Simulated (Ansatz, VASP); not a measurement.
# Two plane-wave programs on LiSi16

```
CELL_PARAMETERS angstrom
0.00000 5.43000 5.43000
5.43000 0.00000 5.43000
5.43000 5.43000 0.00000
ATOMIC_POSITIONS crystal
Si 0.00090 0.99698 0.00125
Si 0.12304 0.12676 0.12374
Si 0.99122 0.00305 0.50300
Si 0.12317 0.12688 0.62684
Si 0.00084 0.50119 0.00114
Si 0.12495 0.62507 0.12505
Si 0.00089 0.50129 0.49696
Si 0.12302 0.62384 0.62670
Si 0.50230 0.00269 0.99274
Si 0.62648 0.12677 0.12375
Si 0.50279 0.00308 0.50303
Si 0.62426 0.12592 0.62567
Si 0.49684 0.50120 0.00115
Si 0.62634 0.62373 0.12361
Si 0.50223 0.49300 0.50257
Si 0.62646 0.62385 0.62671
Li 0.37388 0.87640 0.37603
```

Alike in both runs: functional LDA; k mesh 2 × 2 × 2; occupations gaussian, width 0.02 eV; collinear spin.

Ansatz relaxed the structure, and its values are those at the end. VASP's run is a single point on that final structure, the one shown.

```csv
,VASP,Ansatz
version,VASP 6.6.1,Ansatz 0.2.0
potentials or method,"VASP PAW LDA potentials, release 64 (Si, Li_sv), cutoff 520 eV","scalar-relativistic, plane waves, PAW"
valence electrons in the cell,67,67
```

```csv
,VASP,Ansatz,Ansatz less VASP
rms of the force components (eV/Å),0.005,0.005,-0.0002
net moment per atom (μB),0.01,0.00,-0.005
```

Ansatz warns that its potentials were made for another functional, while VASP's fit it. LDA's correlation is that of Perdew and Zunger in VASP and of Perdew and Wang (1992) in Ansatz. Ansatz's warnings: seeded moment not kept.

The k mesh is coarse, so the values compare programs but aren't converged. Noted on VASP's run: the cutoff is under 1.25 times that of the potentials, so the pressure is a little rough.
